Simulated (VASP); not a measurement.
The system is LuSe.

```
Lu Se
1.0
     0.00000    2.78800    2.78800
     2.78800    0.00000    2.78800
     2.78800    2.78800    0.00000
Lu Se
1 1
Direct
  0.00000 0.00000 0.00000
  0.50000 0.50000 0.50000
```

Base run:

- Program: VASP 6.6.1
- Functional: PBEsol
- Potentials or basis: VASP PAW PBE potentials, release 64 (Lu, Se)
- Cutoff: 520 eV
- k mesh: 7 × 7 × 7
- Occupations: fermi-dirac, width 0.1 eV
- Spin: no spin polarisation

Its results: pressure -0.7 GPa.

Q: The run is repeated on the same cell with these changes: k mesh from 7 × 7 × 7 to 2 × 2 × 2; further incar settings from ALGO = Normal; EDIFF = 1e-06; NBANDS = 22 to ALGO = Normal; EDIFF = 1e-07; NBANDS = 22. What comes out?

A: Pressure 1.5 GPa.

Caveats: some runs use coarse meshes; the PAW data sets were made with another functional, which shifts forces and pressure a little.
